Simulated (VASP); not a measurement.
Input of a VASP 6.6.1 run:

INCAR

```
SYSTEM = B
PREC = Accurate
ENCUT = 520
EDIFF = 1E-6
ISMEAR = -1
SIGMA = 0.1
LREAL = .FALSE.
LASPH = .TRUE.
NELM = 80
ALGO = Normal
ISIF = 2
LWAVE = .FALSE.
LCHARG = .FALSE.
GGA = PE
NBANDS = 8
```

File KPOINTS:

```
regular mesh
0
G
  25 25 23
  0 0 0
```

POSCAR

```
B
1.0
    1.6017566074      0.0000000000      0.0000000000
   -0.8008783037      1.3871619127      0.0000000000
    0.0000000000      0.0000000000      1.6999543338
B
1
Direct
    0.0000000000      0.0000000000      0.0000000000
```

Potentials or basis: VASP PAW PBE potentials, release 64 (B).

Launch:

```console
$ cat potpaw_PBE.64/B/POTCAR > POTCAR
$ mpirun -np 1 vasp_std > vasp.out
```

Task: Predict the pressure.

Result: 330.9 GPa.

Stress tensor (GPa, compression positive):
```
330.78   0.00   0.00
  0.00 330.78   0.00
  0.00   0.00 331.13
```
